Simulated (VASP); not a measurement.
ZrB2, 3 atoms in the cell. It takes space group P6/mmm (No. 191, hexagonal). The conventional cell has a = 3.149 Å, b = 3.149 Å, c = 3.509 Å, α = 90.00°, β = 90.00°, γ = 120.00°. Within 3.3 Å of Zr (site symmetry 6/mmm) lie 12 B at 2.53 Å and 6 Zr at 3.15 Å. B (site symmetry -6m2) has 3 B at 1.82 Å within 2.4 Å. 

- Program: VASP 6.6.1
- Task: single point
- Functional: PBEsol
- Potentials or basis: VASP PAW PBE potentials, release 64 (Zr_sv, B)
- Cutoff: 520 eV
- k mesh: 10 × 10 × 8
- Occupations: methfessel-paxton, width 0.15 eV
- Spin: no spin polarisation
- Dipole correction: no
- Further INCAR settings: ALGO = Normal; EDIFF = 1e-07; NBANDS = 16

Potentials or basis: VASP PAW PBE potentials, release 64 (Zr_sv, B).

Command:

```console
$ cat potpaw_PBE.64/Zr_sv/POTCAR potpaw_PBE.64/B/POTCAR > POTCAR
$ mpirun -np 1 vasp_std > vasp.out
```

Hardware: 1 thread of Intel Xeon 6975P-C, with other jobs on the host.

Question: How long does it take, and how much memory?

Answer: It took 17 s on 1 thread of Intel Xeon 6975P-C, with other jobs on the host, peak memory 0.17 GiB. Counts: scf iterations 14, k points 70.
